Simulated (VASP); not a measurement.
# GaP (I-4m2) in VASP: notebook

The runs below take GaP through electric field gradients, with PBEsol.

Everything below comes from runs of VASP 6.6.1. Logs are shortened: lines on timing, memory, paths and dates and some standing lists are left out, and cuts for length are marked.

**1. The cell of the first run**

Symmetry: I-4m2, No. 119, tetragonal system. Conventional cell: a = 3.931 Å, b = 3.931 Å, c = 5.450 Å, α = 90.00°, β = 90.00°, γ = 90.00°. Within 3.2 Å of Ga (site symmetry -4m2) lie 4 P at 2.39 Å. P (site symmetry -4m2) has 4 Ga at 2.39 Å within 3.2 Å.

**2. Electric field gradients, PBEsol (equal xx and yy strain of +2 %)**

Input file INCAR:

```
PREC = Accurate ; ENCUT = 520
EDIFF = 1E-8 ; ISMEAR = -1
SIGMA = 0.08 ; LREAL = False
LASPH = True ; NELM = 80
ALGO = Normal ; ISIF = 2
LWAVE = False ; LCHARG = False
GGA = PS ; LEFG = True
NBANDS = 16
```

Input file KPOINTS:

```
Automatic mesh
0
Gamma
  12 12 12
```

Input file POSCAR:

```
GaP
1.0
    0.0000000000      2.7797550000      2.7252500000
    2.7797550000      0.0000000000      2.7252500000
    2.7797550000      2.7797550000      0.0000000000
Ga P
1 1
Direct
    0.0000000000      0.0000000000      0.0000000000
    0.7500000000      0.7500000000      0.7500000000
```

Potentials or basis: VASP PAW PBE potentials, release 64 (Ga_d, P).

On the command line:

```console
$ cat potpaw_PBE.64/Ga_d/POTCAR potpaw_PBE.64/P/POTCAR > POTCAR
$ mpirun -np 1 vasp_std > vasp.out
```

OUTCAR:

```text
PREC = Accurate
   ENCUT = 520
   EDIFF = 1E-8
   ISMEAR = -1
   LREAL = False
   LASPH = True
   NELM = 80
   ISIF = 2
   GGA = PS

 ion  position               nearest neighbor table
   1  0.000  0.000  0.000-   2 2.39   2 2.39   2 2.39   2 2.39
   2  0.750  0.750  0.750-   1 2.39   1 2.39   1 2.39   1 2.39

  LATTYP: Found a body centered tetragonal cell.
 ALAT       =     3.9311672211
 C/A-ratio  =     1.3864838847

  Lattice vectors:

 A1 = (   0.0000000000,  -2.7797550000,  -2.7252500000)
 A2 = (   0.0000000000,   2.7797550000,  -2.7252500000)
 A3 = (   2.7797550000,   0.0000000000,   2.7252500000)

Analysis of symmetry for initial positions (statically):
=====================================================================
 Subroutine PRICEL returns:
 Original cell was already a primitive cell.

 Routine SETGRP: Setting up the symmetry group for a
 body centered tetragonal supercell.

 Subroutine GETGRP returns: Found  8 space group operations
 (whereof  8 operations were pure point group operations)
 out of a pool of 16 trial point group operations.

The static configuration has the point symmetry D_2d.

Analysis of symmetry for dynamics (positions and initial velocities):
=====================================================================
 Subroutine PRICEL returns:
 Original cell was already a primitive cell.

 Routine SETGRP: Setting up the symmetry group for a
 body centered tetragonal supercell.

 Subroutine GETGRP returns: Found  8 space group operations
 (whereof  8 operations were pure point group operations)
 out of a pool of 16 trial point group operations.

The dynamic configuration has the point symmetry D_2d.

 Subroutine INISYM returns: Found  8 space group operations
 (whereof  8 operations are pure point group operations),
 and found     1 'primitive' translations

----------------------------------------------------------------------------------------

                                     Primitive cell

  volume of cell :      42.1162

  direct lattice vectors                    reciprocal lattice vectors
     0.000000000  2.779755000  2.725250000    -0.179871967  0.179871967  0.183469406
     2.779755000  0.000000000  2.725250000     0.179871967 -0.179871967  0.183469406
     2.779755000  2.779755000  0.000000000     0.179871967  0.179871967 -0.183469406

  length of vectors
     3.892817158  3.892817158  3.931167221     0.313638123  0.313638123  0.313638123

  position of ions in fractional coordinates (direct lattice)
     0.000000000  0.000000000  0.000000000
     0.750000000  0.750000000  0.750000000

  ion indices of the primitive-cell ions
   primitive index   ion index
                 1           1
                 2           2

----------------------------------------------------------------------------------------

 KPOINTS: Automatic mesh

Automatic generation of k-mesh.
 Grid dimensions read from file:
 generate k-points for:   12   12   12

 Generating k-lattice:

  Cartesian coordinates                     Fractional coordinates (reciprocal lattice)
    -0.014989331  0.014989331  0.015289117     0.083333333 -0.000000000  0.000000000
     0.014989331 -0.014989331  0.015289117    -0.000000000  0.083333333  0.000000000
     0.014989331  0.014989331 -0.015289117     0.000000000  0.000000000  0.083333333

  Length of vectors
     0.026136510  0.026136510  0.026136510

  Shift w.r.t. Gamma in fractional coordinates (k-lattice)
     0.000000000  0.000000000  0.000000000

 Subroutine IBZKPT returns following result:
 ===========================================

 Found    163 irreducible k-points:

 Following reciprocal coordinates:
            Coordinates               Weight
  0.000000  0.000000  0.000000      1.000000
  0.083333 -0.000000  0.000000      8.000000
  0.166667 -0.000000  0.000000      8.000000
  0.250000 -0.000000  0.000000      8.000000
  0.333333  0.000000  0.000000      8.000000
  0.416667 -0.000000  0.000000      8.000000
[... 16 lines left out ...]
  0.500000  0.166667  0.000000      8.000000
 -0.416667  0.166667  0.000000      8.000000
 [... further k-points ...]
   k-points           NKPTS =    163   k-points in BZ     NKDIM =    163   number of bands    NBANDS=     16
   number of dos      NEDOS =    301   number of ions     NIONS =      2
   total plane-waves  NPLWV =  27000
   dimension x,y,z NGX =    30 NGY =   30 NGZ =   30
   dimension x,y,z NGXF=    60 NGYF=   60 NGZF=   60
   ions per type =               1   1
   NGX,Y,Z   is equivalent  to a cutoff of  12.81, 12.81, 12.69 a.u.
   NGXF,Y,Z  is equivalent  to a cutoff of  25.62, 25.62, 25.37 a.u.
 SYSTEM =  unknown system
   PREC   = accura    normal or accurate (medium, high low for compatibility)
   ISTART =      0    job   : 0-new  1-cont  2-samecut
   ICHARG =      2    charge: 1-file 2-atom 10-const
   ISPIN  =      1    spin polarized calculation?
   LNONCOLLINEAR =      F non collinear calculations
   LSORBIT =      F    spin-orbit coupling
   LASPH  =      T    aspherical Exc in radial PAW
   ENCUT  =  520.0 eV  38.22 Ry    6.18 a.u.   7.24  7.24  7.31*2*pi/ulx,y,z
   NELM   =     80;   NELMIN=  2; NELMDL= -5     # of ELM steps
   EDIFF  = 0.1E-07   stopping-criterion for ELM
   LREAL  =      F    real-space projection
   EDIFFG = 0.1E-06   stopping-criterion for IOM
   NSW    =      0    number of steps for IOM
   IBRION =     -1    ionic relax: 0-MD 1-quasi-New 2-CG
   NFREE  =      0    steps in history (QN), initial steepest desc. (CG)
   ISIF   =      2    stress and relaxation
   ISYM   =      2    0-nonsym 1-usesym 2-fastsym
   POTIM  = 0.5000    time-step for ionic-motion
   TEBEG  =    0.0;   TEEND  =   0.0 temperature during run
   PSTRESS=    0.0 pullay stress
   NELECT =      18.0000    total number of electrons
   NUPDOWN=      -1.0000    fix difference up-down
   EMIN   =  10.00;   EMAX   =-10.00  energy-range for DOS
   EFERMI =   0.00;   METHOD = LEGACY
   ISMEAR =    -1;   SIGMA  =   0.08  broadening in eV -4-tet -1-fermi 0-gaus
   EFERMI_NEDOS =   21; number of points for ismear=-14 and -15
   IALGO  =     38    algorithm
   IMIX   =      4    mixing-type and parameters
     AMIX     =   0.40;   BMIX     =  1.00
     AMIX_MAG =   1.60;   BMIX_MAG =  1.00
  volume/ion in A,a.u.               =      21.06       142.11
  Fermi-wavevector in a.u.,A,eV,Ry     =   1.233150  2.330315 20.689817  1.520659
  Thomas-Fermi vector in A             =   2.367892
   LORBIT       =      0    0 simple, 1 ext, 2 COOP (PROOUT), +10 PAW based schemes
   GGA     = PS    functional components
   LHFCALC =     F    Hartree Fock is set to
   AEXX    =    0.0000 exact exchange contribution
   IVDW    =     0    specifies the selected vdW correction
   LEPSILON=     F    determine dielectric tensor
   LRPA    =     F    only Hartree local field effects (RPA)
 non-spin polarized calculation
  energy-cutoff  :      520.00
  volume of cell :       42.12
 maximum number of plane-waves:      1162
 NGX is ok and might be reduce to    30
   NGX = 15   NGY = 15   NGZ = 15

 number of electron      18.0000005 magnetization

 Free energy of the ion-electron system (eV)
  ---------------------------------------------------
  ext. energy  EPLUGINS =         0.00000000
  ---------------------------------------------------
  free energy    TOTEN  =        -9.89897943 eV

  energy without entropy =       -9.89897604  energy(sigma->0) =       -9.89897773

 E-fermi :   4.8895     XC(G=0):  -9.8440

 val. band max:        4.2409238896   @ k =   0.0000   0.0000   0.0000
 cond. band min:       5.5920667907   @ k =   0.4167   0.4167   0.0000
 fundamental gap:      1.3511429010
 Fermi energy:         4.8894734185

 k-point     1 :       0.0000    0.0000    0.0000
  band No.  band energies     occupation
      1     -10.3065      2.00000
      2     -10.3065      2.00000
      3     -10.3008      2.00000
      4     -10.2172      2.00000
      5     -10.2140      2.00000
      6      -8.0593      2.00000
[... 8 lines left out ...]
     15      13.7099      0.00000
     16      14.0535      0.00000
[... 419 lines left out ...]
 k-point    24 :      -0.4167    0.1667    0.0000
  band No.  band energies     occupation
      1     -10.3772      2.00000
      2     -10.2775      2.00000
      3     -10.2751      2.00000
      4     -10.2183      2.00000
      5     -10.2074      2.00000
      6      -5.8870      2.00000
[... 8 lines left out ...]
     15      14.4010      0.00000
     16      15.9323      0.00000

 [... further k-points ...]

------------------------ aborting loop because EDIFF is reached ----------------------------------------

  FORCE on cell =-STRESS in cart. coord.  units (eV):
  Direction    XX          YY          ZZ          XY          YZ          ZX
  --------------------------------------------------------------------------------------
  -------------------------------------------------------------------------------------
  Total       -1.0646045     -1.0646045     -0.6929179      0.0000000      0.0000000      0.0000000
  in kB      -40.4994834    -40.4994834    -26.3598516      0.0000000      0.0000000      0.0000000
  external PRESSURE =     -35.7862728 kB  Pullay stress =       0.0000000 kB

 VOLUME and BASIS-vectors are now :
 -----------------------------------------------------------------------------
  energy-cutoff  :      520.00
  volume of cell :       42.12
      direct lattice vectors                 reciprocal lattice vectors
     0.000000000  2.779755000  2.725250000    -0.179871967  0.179871967  0.183469406
     2.779755000  0.000000000  2.725250000     0.179871967 -0.179871967  0.183469406
     2.779755000  2.779755000  0.000000000     0.179871967  0.179871967 -0.183469406

 POSITION                                       TOTAL-FORCE (eV/Angst)
 -----------------------------------------------------------------------------------
      0.00000      0.00000      0.00000        -0.000000     -0.000000     -0.000000
      4.16963      4.16963      4.08788         0.000000      0.000000      0.000000
 -----------------------------------------------------------------------------------
    total drift:                               -0.000000     -0.000000     -0.000001

  FREE ENERGIE OF THE ION-ELECTRON SYSTEM (eV)
  ---------------------------------------------------
  free  energy   TOTEN  =        -9.8989794302 eV

  energy  without entropy=       -9.8989760383  energy(sigma->0) =       -9.89897773

 Electric field gradients (V/A^2)
---------------------------------------------------------------------
 ion       V_xx      V_yy      V_zz      V_xy      V_xz      V_yz
---------------------------------------------------------------------
   1      -1.708    -1.708     3.416    -0.002    -0.003    -0.003
   2       1.103     1.103    -2.205    -0.000    -0.000    -0.000
---------------------------------------------------------------------

 Electric field gradients after diagonalization (V/A^2)
 (convention: |V_zz| > |V_xx| > |V_yy|)
----------------------------------------------------------------------
 ion       V_xx      V_yy      V_zz     asymmetry (V_yy - V_xx)/ V_zz
----------------------------------------------------------------------
   1      -1.710    -1.706     3.416       0.001
   2       1.103     1.103    -2.205       0.000
----------------------------------------------------------------------

           NMR quadrupolar parameters

 Cq : quadrupolar parameter    Cq=e*Q*V_zz/h
 eta: asymmetry parameters     (V_yy - V_xx)/ V_zz
 Q  : nuclear electric quadrupole moment in mb (millibarn)
----------------------------------------------------------------------
 ion       Cq(MHz)       eta       Q (mb)
----------------------------------------------------------------------
   1       0.008       0.001       1.000
   2      -0.005       0.000       1.000
----------------------------------------------------------------------
```

Run time: 3 min. Hardware: 1 thread of Intel Xeon 8259CL, shared host; peak memory 0.25 GiB.

Results:

```yaml
Free_energy: -9.8990 eV
Pressure: -3.6 GPa
Band_gap_on_the_k_mesh: 1.35 eV (least direct gap 1.36 eV)
Largest_electric_field_gradient_by_atom: Ga +3.4; P -2.2 V/Å²
```

Levels at points of the mesh, in eV from the valence-band top:
```
           k point  band 7  band 8  band 9  band 10  band 11  band 12
(0.00, 0.00, 0.00)   -0.10   -0.10    0.00     1.36     3.74     3.78
(0.50, 0.00, 0.00)   -6.54   -1.22   -1.06     1.39     4.52     4.67
(0.50, 0.50, 0.00)   -6.61   -2.73   -2.73     1.44     1.56    10.18
(0.50, 0.00, 0.50)   -6.73   -2.61   -2.59     1.57     1.74    10.15
```

Electric field gradients, principal values (V/Å²):
| atom | least | middle | greatest (by size) |
| --- | --- | --- | --- |
| 1 Ga | -1.706 | -1.710 | 3.416 |
| 2 P | 1.103 | 1.103 | -2.205 |

Caveat: the cell differs from its parent crystal (equal xx and yy strain of +2 %); the cell stands under tension; without QUAD_EFG the Cq values of the log hold for a quadrupole moment of 1 mb, not for the nuclei; the PAW data sets were made with another functional, which shifts forces and pressure a little. A k mesh can miss the band edges.

(Part 1 of 2 ends here.)
